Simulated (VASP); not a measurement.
HCl, 2 atoms in the cell. The structure is cubic, space group Fm-3m (No. 225). Conventional cell: a = 4.443 Å, b = 4.443 Å, c = 4.443 Å, α = 90.00°, β = 90.00°, γ = 90.00°. H (site symmetry m-3m) has 6 Cl at 2.22 Å within 2.9 Å. Within 2.9 Å of Cl (site symmetry m-3m) lie 6 H at 2.22 Å. 

- Program: VASP 6.6.1
- Task: single point
- Functional: PBEsol
- Potentials or basis: VASP PAW PBE potentials, release 64 (H, Cl)
- Cutoff: 520 eV
- k mesh: 16 × 16 × 16
- Occupations: gaussian, width 0.1 eV
- Spin: no spin polarisation
- Dipole correction: no
- Further INCAR settings: ALGO = Normal; EDIFF = 1e-06; NBANDS = 11

Potentials or basis: VASP PAW PBE potentials, release 64 (H, Cl).

Launch:

```bash
$ cat potpaw_PBE.64/H/POTCAR potpaw_PBE.64/Cl/POTCAR > POTCAR
$ mpirun -np 1 vasp_std > vasp.out
```

Hardware: 1 thread of Intel Xeon 8259CL (shared host).

Task: Estimate the wall time of this run.

Result: It took 28 s on 1 thread of Intel Xeon 8259CL, with other jobs on the host, peak memory 0.15 GiB. Counts: scf iterations 11, k points 145.
